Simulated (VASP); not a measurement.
Wanted: the native input for a VASP 6.6.1 run.

| Quantity | Value |
| --- | --- |
| Task | single point |
| Functional | PBEsol |
| Potentials or basis | VASP PAW PBE potentials, release 64 (Sr_sv, Cl) |
| Cutoff | 520 eV |
| k mesh | 6 × 6 × 6 |
| Occupations | gaussian, width 0.01 eV |
| Spin | no spin polarisation |
| Dipole correction | no |
| Further INCAR settings | ALGO = Normal; EDIFF = 1e-06; NBANDS = 19 |

The structure of SrCl2 lies in POSCAR:

```
SrCl2
1.0
    0.0000000000      3.4553209822      3.4725975871
    3.4553209822      0.0000000000      3.4725975871
    3.4553209822      3.4553209822      0.0000000000
Sr Cl
1 2
Direct
    0.0000000000      0.0000000000      0.0000000000
    0.2500000000      0.2500000000      0.2500000000
    0.7500000000      0.7500000000      0.7500000000
```

This cell differs from its parent crystal: z stretched by +0.5 %, x and y held.

These files were run (other wordings do the same):

INCAR

```
SYSTEM = SrCl2
  PREC = Accurate
  ENCUT = 520
  EDIFF = 1E-6
  ISMEAR = 0
  SIGMA = 0.01
  LREAL = .FALSE.
  LASPH = .TRUE.
  NELM = 60
  ALGO = Normal
  ISIF = 2
  LWAVE = .FALSE.
  LCHARG = .FALSE.
  GGA = PS
  NBANDS = 19
```

KPOINTS

```
Automatic mesh
0
G
  6 6 6
  0 0 0
```

Potentials or basis: VASP PAW PBE potentials, release 64 (Sr_sv, Cl).

Run with:

```bash
$ cat potpaw_PBE.64/Sr_sv/POTCAR potpaw_PBE.64/Cl/POTCAR > POTCAR
$ mpirun -np 1 vasp_std > vasp.out
```

It gave:

```json
{
 "Pressure": "-0.1 GPa",
 "Band gap on the k mesh": "5.21 eV (least direct gap 5.33 eV)"
}
```

Caveat: the cell differs from its parent crystal (z stretched by +0.5 %, x and y held); the PAW data sets were made with another functional, which shifts forces and pressure a little.

Run time: 19 s on 1 thread of Intel(R) Xeon(R) 6975P-C (Granite Rapids) (shared host), peak memory 0.22 GiB.
